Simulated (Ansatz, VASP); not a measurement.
This is a calculation of CO2 for VASP 6.6.1.

INCAR

```
PREC = Accurate
ENCUT = 600
EDIFF = 1E-7
ISMEAR = -1
SIGMA = 0.05
LREAL = F
LASPH = T
NELM = 100
ALGO = Normal
ISIF = 3
LWAVE = F
LCHARG = F
GGA = PS
IVDW = 12
IBRION = 2
NSW = 60
EDIFFG = -0.01
```

KPOINTS

```
regular mesh
0
Gamma
  9 9 9
```

POSCAR

```
CO2
1.0
   -1.9747270000      1.9747270000      3.0140580000
    1.9747270000     -1.9747270000      3.0140580000
    1.9747270000      1.9747270000     -3.0140580000
O C
4 2
Direct
    0.8750000000      0.9597980000      0.5847980000
    0.3750000000      0.2902020000      0.4152020000
    0.0402020000      0.6250000000      0.9152020000
    0.7097980000      0.1250000000      0.0847980000
    0.0000000000      0.0000000000      0.0000000000
    0.7500000000      0.2500000000      0.5000000000
```

Potentials or basis: VASP PAW PBE potentials, release 64 (O, C).

The run is started by

```bash
$ cat potpaw_PBE.64/O/POTCAR potpaw_PBE.64/C/POTCAR > POTCAR
$ mpirun -np 1 vasp_std > vasp.out
```

Task: Translate it to Ansatz 0.2.0. Potentials there: Ansatz PAW.

Result: As run (the cutoff follows the program's own potentials):

Contents of input.yaml:

```yaml
crystal:
  lattice:
    - [-1.974727, 1.974727, 3.014058]
    - [1.974727, -1.974727, 3.014058]
    - [1.974727, 1.974727, -3.014058]
  atoms:
    - { symbol: O, position: [0.875, 0.959798, 0.584798] }
    - { symbol: O, position: [0.375, 0.290202, 0.415202] }
    - { symbol: O, position: [0.040202, 0.625, 0.915202] }
    - { symbol: O, position: [0.709798, 0.125, 0.084798] }
    - { symbol: C, position: [0.0, 0.0, 0.0] }
    - { symbol: C, position: [0.75, 0.25, 0.5] }
hamiltonian:
  xc: pbesol
  pseudopotentials: { kind: paw }
  dispersion: d3bj
kpoints:
  mp_grid: { grid: [9, 9, 9] }
scf:
  occupations: { method: fermi_dirac, width: 0.05 }
output:
  forces: true
  stress: true
relax:
  f_tol: 0.01
  max_steps: 40
  cell: { stress_tol: 0.05 }
```

Potentials or basis: Ansatz PAW.

Command:

```sh
$ ansatz run input.yaml --threads 2 --pin off --max-ram 5632MiB --backend cpu --events-out ev --progress --plain --runs-dir out
```

Both were run:

|  | VASP | Ansatz | Ansatz less VASP |
| --- | --- | --- | --- |
| relaxed volume (Å³/atom) | 7.53 | 7.52 | -0.010 |
| relaxed length of the cell vector where the two differ most in proportion (Å) | 4.052 | 4.049 | -0.0022 |

VASP's potentials were made for PBE, not for PBEsol.

Noted on Ansatz's run: Pulay correction over one GPa; odd divisions of the mesh miss points on the zone boundary, where band edges often lie, so the gap on the mesh can be too wide; the plane-wave basis is chosen anew once the cell has moved, so the energies of steps on either side of that aren't comparable.
